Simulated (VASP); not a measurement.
Input of a VASP 6.6.1 run:

Contents of INCAR:

```
  PREC = Accurate
  ENCUT = 520
  EDIFF = 1E-6
  ISMEAR = 0
  SIGMA = 0.05
  LREAL = F
  LASPH = T
  NELM = 100
  ALGO = Normal
  ISIF = 2
  LWAVE = F
  LCHARG = T
  LDIPOL = T
  IDIPOL = 3
  DIPOL = 0.5 0.5 0.415
  GGA = PE
  IVDW = 12
  LELF = T
  LVHAR = T
  LVACPOTAV = T
  NBANDS = 48
```

File KPOINTS:

```
regular mesh
0
Gamma
  9 9 1
```

Contents of POSCAR:

```
InSe
1.0
    4.0266103640      0.0000000000      0.0000000000
   -2.0133051820      3.4871468663      0.0000000000
    0.0000000000      0.0000000000     28.2707108021
Se In
4 4
Direct
    0.0000000000      0.0000000000      0.1591753399
    0.0000000000      0.0000000000      0.3496677346
    0.0000000000      0.2222222222      0.4808989592
    0.0000000000      0.2222222222      0.6713913539
    0.6666666667      0.3333333333      0.2049979895
    0.6666666667      0.3333333333      0.3038451603
    0.6666666667      0.5555555556      0.5267216088
    0.6666666667      0.5555555556      0.6255687796
```

Potentials or basis: VASP PAW PBE potentials, release 64 (Se, In_d).

Launch:

```console
$ cat potpaw_PBE.64/Se/POTCAR potpaw_PBE.64/In_d/POTCAR > POTCAR
$ mpirun -np 1 vasp_std > vasp.out
```

**Question.** Predict the dispersion energy per atom.

**Answer.** -0.246 eV.

**Question.** Predict the band gap on the k mesh.

**Answer.** 1.22 eV (least direct gap 1.27 eV).

**Question.** Estimate the largest force.

**Answer.** 0.049 eV/Å.

Forces on the atoms (eV/Å):
```
Se   0.000 -0.001 -0.012
Se   0.011 -0.023  0.042
Se  -0.014  0.021 -0.042
Se   0.000  0.000  0.012
In   0.001 -0.002  0.013
In   0.001  0.003  0.002
In   0.003 -0.001 -0.002
In  -0.001  0.002 -0.013
```

Caveat: the cell differs from its parent crystal (layers slid over each other); spin-orbit coupling is left out, which moves the levels of the heavy elements.
